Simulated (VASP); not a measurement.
Set up this calculation in VASP 6.6.1, as the native input.

| Item | Value |
| --- | --- |
| Task | single point |
| Functional | r2SCAN |
| Potentials or basis | VASP PAW PBE potentials, release 64 (Sb) |
| Cutoff | 520 eV |
| k mesh | 14 × 14 × 14 |
| Occupations | gaussian, width 0.1 eV |
| Spin | no spin polarisation |
| Dipole correction | no |
| Further INCAR settings | ALGO = Normal; EDIFF = 1e-07; NBANDS = 8 |

Sb:

```xyz
1
Lattice="2.9920 0.0000 0.0000 0.0000 2.9920 0.0000 0.0000 0.0000 2.9920" Properties=species:S:1:pos:R:3 pbc="T T T"
Sb    0.0000    0.0000    0.0000
```

This cell differs from its parent crystal: volume scaled by 0.91.

These files were run (other wordings do the same):

POSCAR

```
Sb
1.0
    2.9919797509      0.0000000000      0.0000000000
    0.0000000000      2.9919797509      0.0000000000
    0.0000000000      0.0000000000      2.9919797509
Sb
1
Direct
    0.0000000000      0.0000000000      0.0000000000
```

INCAR.step1

```
SYSTEM = Sb
PREC = Accurate
ENCUT = 520
ISMEAR = 0
SIGMA = 0.1
LREAL = .FALSE.
LASPH = .TRUE.
NELM = 80
NBANDS = 8
GGA = PE
ALGO = Normal
EDIFF = 1E-4
LWAVE = .TRUE.
LCHARG = .FALSE.
```

INCAR.step2

```
SYSTEM = Sb
PREC = Accurate
ENCUT = 520
EDIFF = 1E-7
ISMEAR = 0
SIGMA = 0.1
LREAL = .FALSE.
LASPH = .TRUE.
NELM = 80
ALGO = Normal
ISIF = 2
LWAVE = .FALSE.
LCHARG = .FALSE.
METAGGA = R2SCAN
LMIXTAU = .TRUE.
NBANDS = 8
ISTART = 1
```

KPOINTS

```
regular mesh
0
G
  14 14 14
  0 0 0
```

Potentials or basis: VASP PAW PBE potentials, release 64 (Sb).

Run with:

```console
$ cat potpaw_PBE.64/Sb/POTCAR > POTCAR
$ cp INCAR.step1 INCAR
$ mpirun -np 1 vasp_std > vasp.out
$ cp INCAR.step2 INCAR
$ mpirun -np 1 vasp_std > vasp.out
```

It gave:

* Pressure: 6.9 GPa

Caveat: the PAW data sets were made with another functional, which shifts forces and pressure a little.

Run time: 20 s on 1 thread of Intel(R) Xeon(R) 6975P-C (Granite Rapids), with other jobs on the host, peak memory 0.15 GiB.
